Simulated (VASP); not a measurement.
# SrTiO3 (R-3m) in VASP: single point with PBE

Aim: the single point of SrTiO3 with PBE.

All numbers are computed with VASP 6.6.1; they aren't measurements. Logs are shortened: lines on timing, memory, paths and dates and some standing lists are left out, and cuts for length are marked.

## (1) The cell of the first run

Symmetry: R-3m, No. 166, trigonal system. The conventional cell has a = 5.467 Å, b = 5.467 Å, c = 6.899 Å, α = 90.00°, β = 90.00°, γ = 120.00°. Sr (site symmetry -3m) has 12 O at 2.73 to 2.79 Å and 8 Ti at 3.36 to 3.45 Å within 3.6 Å. Ti (site symmetry -3m) has 6 O at 1.95 Å within 2.6 Å. O (site symmetry 2/m) has 2 Ti at 1.95 Å within 2.6 Å.

## (2) Single point, PBE (equal xy, yz and zx shear strains of +2 %)

File INCAR:

```
PREC = Accurate
ENCUT = 520
EDIFF = 1E-6
ISMEAR = -1
SIGMA = 0.05
LREAL = False
LASPH = True
NELM = 60
ALGO = Normal
ISIF = 2
LWAVE = False
LCHARG = False
GGA = PE
NBANDS = 28
```

File KPOINTS:

```
Automatic mesh
0
Gamma
  7 7 7
```

File POSCAR:

```
SrTiO3
1.0
    3.9050000000      0.0390500000      0.0390500000
    0.0390500000      3.9050000000      0.0390500000
    0.0390500000      0.0390500000      3.9050000000
Sr Ti O
1 1 3
Direct
    0.0000000000      0.0000000000      0.0000000000
    0.5000000000      0.5000000000      0.5000000000
    0.0000000000      0.5000000000      0.5000000000
    0.5000000000      0.0000000000      0.5000000000
    0.5000000000      0.5000000000      0.0000000000
```

Potentials or basis: VASP PAW PBE potentials, release 64 (Sr_sv, Ti_sv, O).

On the command line:

```
cat potpaw_PBE.64/Sr_sv/POTCAR potpaw_PBE.64/Ti_sv/POTCAR potpaw_PBE.64/O/POTCAR > POTCAR
mpirun -np 1 vasp_std > vasp.out
```

OUTCAR:

```text
PREC = Accurate
   ENCUT = 520
   EDIFF = 1E-6
   ISMEAR = -1
   LREAL = False
   LASPH = True
   NELM = 60
   ISIF = 2
   GGA = PE

 ion  position               nearest neighbor table
   1  0.000  0.000  0.000-   3 2.73   4 2.73   3 2.73   5 2.73   4 2.73   5 2.73   3 2.79   3 2.79
                             4 2.79   5 2.79   4 2.79   5 2.79   2 3.36   2 3.36   2 3.36   2 3.36
   2  0.500  0.500  0.500-   3 1.95   4 1.95   5 1.95   5 1.95   4 1.95   3 1.95   1 3.36   1 3.36
                             1 3.36   1 3.36   1 3.36   1 3.36   1 3.45   1 3.45
   3  0.000  0.500  0.500-   2 1.95   2 1.95   1 2.73   1 2.73   1 2.79   1 2.79
   4  0.500  0.000  0.500-   2 1.95   2 1.95   1 2.73   1 2.73   1 2.79   1 2.79
   5  0.500  0.500  0.000-   2 1.95   2 1.95   1 2.73   1 2.73   1 2.79   1 2.79

  LATTYP: Found a trigonal (rhomboedric) cell.
 ALAT       =     3.9053904805
 COS(alpha) =     0.0200959808

  Lattice vectors:

 A1 = (   3.9050000000,   0.0390500000,   0.0390500000)
 A2 = (   0.0390500000,   3.9050000000,   0.0390500000)
 A3 = (   0.0390500000,   0.0390500000,   3.9050000000)

Analysis of symmetry for initial positions (statically):
=====================================================================
 Subroutine PRICEL returns:
 Original cell was already a primitive cell.

 Routine SETGRP: Setting up the symmetry group for a
 trigonal (rhombohedral) supercell.

 Subroutine GETGRP returns: Found 12 space group operations
 (whereof 12 operations were pure point group operations)
 out of a pool of 12 trial point group operations.

The static configuration has the point symmetry D_3d.

Analysis of symmetry for dynamics (positions and initial velocities):
=====================================================================
 Subroutine PRICEL returns:
 Original cell was already a primitive cell.

 Routine SETGRP: Setting up the symmetry group for a
 trigonal (rhombohedral) supercell.

 Subroutine GETGRP returns: Found 12 space group operations
 (whereof 12 operations were pure point group operations)
 out of a pool of 12 trial point group operations.

The dynamic configuration has the point symmetry D_3d.

 Subroutine INISYM returns: Found 12 space group operations
 (whereof 12 operations are pure point group operations),
 and found     1 'primitive' translations

----------------------------------------------------------------------------------------

                                     Primitive cell

  volume of cell :      59.5297

  direct lattice vectors                    reciprocal lattice vectors
     3.905000000  0.039050000  0.039050000     0.256132666 -0.002535967 -0.002535967
     0.039050000  3.905000000  0.039050000    -0.002535967  0.256132666 -0.002535967
     0.039050000  0.039050000  3.905000000    -0.002535967 -0.002535967  0.256132666

  length of vectors
     3.905390480  3.905390480  3.905390480     0.256157773  0.256157773  0.256157773

  position of ions in fractional coordinates (direct lattice)
     0.000000000  0.000000000  0.000000000
     0.500000000  0.500000000  0.500000000
     0.000000000  0.500000000  0.500000000
     0.500000000  0.000000000  0.500000000
     0.500000000  0.500000000  0.000000000

  ion indices of the primitive-cell ions
   primitive index   ion index
                 1           1
                 2           2
                 3           3
                 4           4
                 5           5

----------------------------------------------------------------------------------------

 KPOINTS: Automatic mesh

Automatic generation of k-mesh.
 Grid dimensions read from file:
 generate k-points for:    7    7    7

 Generating k-lattice:

  Cartesian coordinates                     Fractional coordinates (reciprocal lattice)
     0.036590381 -0.000362281 -0.000362281     0.142857143  0.000000000  0.000000000
    -0.000362281  0.036590381 -0.000362281     0.000000000  0.142857143  0.000000000
    -0.000362281 -0.000362281  0.036590381     0.000000000  0.000000000  0.142857143

  Length of vectors
     0.036593968  0.036593968  0.036593968

  Shift w.r.t. Gamma in fractional coordinates (k-lattice)
     0.000000000  0.000000000  0.000000000

 Subroutine IBZKPT returns following result:
 ===========================================

 Found     44 irreducible k-points:

 Following reciprocal coordinates:
            Coordinates               Weight
  0.000000  0.000000  0.000000      1.000000
  0.142857  0.000000  0.000000      6.000000
  0.285714  0.000000  0.000000      6.000000
  0.428571  0.000000  0.000000      6.000000
  0.142857  0.142857  0.000000      6.000000
  0.285714  0.142857  0.000000     12.000000
[... 16 lines left out ...]
  0.285714  0.285714  0.142857      6.000000
  0.428571  0.285714  0.142857     12.000000
 [... further k-points ...]
   k-points           NKPTS =     44   k-points in BZ     NKDIM =     44   number of bands    NBANDS=     28
   number of dos      NEDOS =    301   number of ions     NIONS =      5
   total plane-waves  NPLWV =  27000
   dimension x,y,z NGX =    30 NGY =   30 NGZ =   30
   dimension x,y,z NGXF=    60 NGYF=   60 NGZF=   60
   ions per type =               1   1   3
   NGX,Y,Z   is equivalent  to a cutoff of  12.77, 12.77, 12.77 a.u.
   NGXF,Y,Z  is equivalent  to a cutoff of  25.54, 25.54, 25.54 a.u.
 SYSTEM =  unknown system
   PREC   = accura    normal or accurate (medium, high low for compatibility)
   ISTART =      0    job   : 0-new  1-cont  2-samecut
   ICHARG =      2    charge: 1-file 2-atom 10-const
   ISPIN  =      1    spin polarized calculation?
   LNONCOLLINEAR =      F non collinear calculations
   LSORBIT =      F    spin-orbit coupling
   LASPH  =      T    aspherical Exc in radial PAW
   ENCUT  =  520.0 eV  38.22 Ry    6.18 a.u.   7.26  7.26  7.26*2*pi/ulx,y,z
   NELM   =     60;   NELMIN=  2; NELMDL= -5     # of ELM steps
   EDIFF  = 0.1E-05   stopping-criterion for ELM
   LREAL  =      F    real-space projection
[... 7 lines left out ...]
   TEBEG  =    0.0;   TEEND  =   0.0 temperature during run
   PSTRESS=    0.0 pullay stress
   NELECT =      40.0000    total number of electrons
   NUPDOWN=      -1.0000    fix difference up-down
   EMIN   =  10.00;   EMAX   =-10.00  energy-range for DOS
   EFERMI =   0.00;   METHOD = LEGACY
   ISMEAR =    -1;   SIGMA  =   0.05  broadening in eV -4-tet -1-fermi 0-gaus
   EFERMI_NEDOS =   21; number of points for ismear=-14 and -15
   IALGO  =     38    algorithm
   IMIX   =      4    mixing-type and parameters
     AMIX     =   0.40;   BMIX     =  1.00
     AMIX_MAG =   1.60;   BMIX_MAG =  1.00
  volume/ion in A,a.u.               =      11.91        80.35
  Fermi-wavevector in a.u.,A,eV,Ry     =   1.433894  2.709666 27.974271  2.056051
  Thomas-Fermi vector in A             =   2.553362
   LORBIT       =      0    0 simple, 1 ext, 2 COOP (PROOUT), +10 PAW based schemes
   GGA     = PE    functional components
   LHFCALC =     F    Hartree Fock is set to
   AEXX    =    0.0000 exact exchange contribution
   IVDW    =     0    specifies the selected vdW correction
   LEPSILON=     F    determine dielectric tensor
   LRPA    =     F    only Hartree local field effects (RPA)
 non-spin polarized calculation
  energy-cutoff  :      520.00
  volume of cell :       59.53
 maximum number of plane-waves:      1616
 NGX is ok and might be reduce to    30
   NGX = 15   NGY = 15   NGZ = 15

 number of electron      40.0000011 magnetization

 Free energy of the ion-electron system (eV)
  ---------------------------------------------------
  ext. energy  EPLUGINS =         0.00000000
  ---------------------------------------------------
  free energy    TOTEN  =       -40.05074646 eV

  energy without entropy =      -40.05074646  energy(sigma->0) =      -40.05074646

 E-fermi :   5.0905     XC(G=0): -11.2722

 val. band max:        4.1191228595   @ k =  -0.4286   0.4286   0.4286
 cond. band min:       5.9845084101   @ k =   0.0000   0.0000   0.0000
 fundamental gap:      1.8653855506
 Fermi energy:         5.0905196060

 k-point     1 :       0.0000    0.0000    0.0000
  band No.  band energies     occupation
      1     -52.2980      2.00000
      2     -28.6203      2.00000
      3     -28.5522      2.00000
      4     -28.5522      2.00000
      5     -28.5287      2.00000
      6     -13.2617      2.00000
[... 20 lines left out ...]
     27       9.5764      0.00000
     28      10.3742      0.00000

 k-point     2 :       0.1429    0.0000    0.0000
  band No.  band energies     occupation
      1     -52.2977      2.00000
      2     -28.6451      2.00000
      3     -28.5516      2.00000
      4     -28.5405      2.00000
      5     -28.5241      2.00000
      6     -13.2725      2.00000
[... 20 lines left out ...]
     27       9.9302      0.00000
     28      10.8541      0.00000

 k-point     3 :       0.2857    0.0000    0.0000
  band No.  band energies     occupation
      1     -52.2971      2.00000
      2     -28.6875      2.00000
      3     -28.5504      2.00000
      4     -28.5343      2.00000
      5     -28.5065      2.00000
      6     -13.3639      2.00000
[... 20 lines left out ...]
     27      10.7254      0.00000
     28      12.1181      0.00000

 k-point     4 :       0.4286    0.0000    0.0000
  band No.  band energies     occupation
      1     -52.2966      2.00000
      2     -28.7169      2.00000
      3     -28.5494      2.00000
      4     -28.5330      2.00000
      5     -28.4932      2.00000
      6     -13.4711      2.00000
[... 20 lines left out ...]
     27      11.4671      0.00000
     28      12.2165      0.00000

 k-point     5 :       0.1429    0.1429    0.0000
  band No.  band energies     occupation
      1     -52.2975      2.00000
      2     -28.6493      2.00000
      3     -28.5649      2.00000
      4     -28.5439      2.00000
      5     -28.5114      2.00000
      6     -13.2475      2.00000
[... 20 lines left out ...]
     27      10.2296      0.00000
     28      11.2139      0.00000

 k-point     6 :       0.2857    0.1429    0.0000
  band No.  band energies     occupation
      1     -52.2968      2.00000
      2     -28.6767      2.00000
      3     -28.5663      2.00000
      4     -28.5408      2.00000
      5     -28.5038      2.00000
      6     -13.2767      2.00000
[... 463 lines left out ...]
      5     -28.5038      2.00000
      6     -13.2178      2.00000
[... 20 lines left out ...]
     27      11.2956      0.00000
     28      11.9479      0.00000

 k-point    22 :      -0.1429    0.1429    0.1429
  band No.  band energies     occupation
      1     -52.2972      2.00000
      2     -28.6605      2.00000
      3     -28.5644      2.00000
      4     -28.5441      2.00000
      5     -28.5087      2.00000
      6     -13.2210      2.00000
[... 20 lines left out ...]
     27      10.5178      0.00000
     28      11.3624      0.00000

 k-point    23 :       0.2857    0.2857    0.1429
  band No.  band energies     occupation
      1     -52.2959      2.00000
      2     -28.6543      2.00000
      3     -28.5928      2.00000
      4     -28.5615      2.00000
      5     -28.5072      2.00000
      6     -13.0310      2.00000
[... 20 lines left out ...]
     27      11.8915      0.00000
     28      12.1980      0.00000

 k-point    24 :       0.4286    0.2857    0.1429
  band No.  band energies     occupation
      1     -52.2954      2.00000
      2     -28.6624      2.00000
      3     -28.5903      2.00000
      4     -28.5564      2.00000
      5     -28.5220      2.00000
      6     -12.9716      2.00000
[... 20 lines left out ...]
     27      12.3717      0.00000
     28      12.4670      0.00000

 [... further k-points ...]

------------------------ aborting loop because EDIFF is reached ----------------------------------------

  FORCE on cell =-STRESS in cart. coord.  units (eV):
  Direction    XX          YY          ZZ          XY          YZ          ZX
  --------------------------------------------------------------------------------------
  -------------------------------------------------------------------------------------
  Total        1.8928677      1.8928677      1.8928677     -0.8420778     -0.8420778     -0.8420778
  in kB       50.9444838     50.9444838     50.9444838    -22.6636129    -22.6636129    -22.6636129
  external PRESSURE =      50.9444838 kB  Pullay stress =       0.0000000 kB

 VOLUME and BASIS-vectors are now :
 -----------------------------------------------------------------------------
  energy-cutoff  :      520.00
  volume of cell :       59.53
      direct lattice vectors                 reciprocal lattice vectors
     3.905000000  0.039050000  0.039050000     0.256132666 -0.002535967 -0.002535967
     0.039050000  3.905000000  0.039050000    -0.002535967  0.256132666 -0.002535967
     0.039050000  0.039050000  3.905000000    -0.002535967 -0.002535967  0.256132666

 POSITION                                       TOTAL-FORCE (eV/Angst)
 -----------------------------------------------------------------------------------
      0.00000      0.00000      0.00000        -0.000000     -0.000000      0.000000
      1.99155      1.99155      1.99155         0.000000      0.000000      0.000000
      0.03905      1.97202      1.97202        -0.000000     -0.000000     -0.000000
      1.97202      0.03905      1.97202        -0.000000      0.000000     -0.000000
      1.97202      1.97202      0.03905         0.000000     -0.000000      0.000000
 -----------------------------------------------------------------------------------
    total drift:                                0.000000      0.000000     -0.000000

  FREE ENERGIE OF THE ION-ELECTRON SYSTEM (eV)
  ---------------------------------------------------
  free  energy   TOTEN  =       -40.0507464630 eV

  energy  without entropy=      -40.0507464621  energy(sigma->0) =      -40.05074646
```

Wall time 1.9 min (1 thread of Intel Xeon 8259CL, shared host); peak memory 0.22 GiB.

Results:

```
Free energy            : -40.0507 eV
Pressure               : 5.1 GPa
Band gap on the k mesh : 1.87 eV (least direct gap 2.11 eV)
```

Caveat: the cell differs from its parent crystal (equal xy, yz and zx shear strains of +2 %); the cell stands under pressure; an odd mesh through Γ misses points on the zone boundary, where band edges can lie.
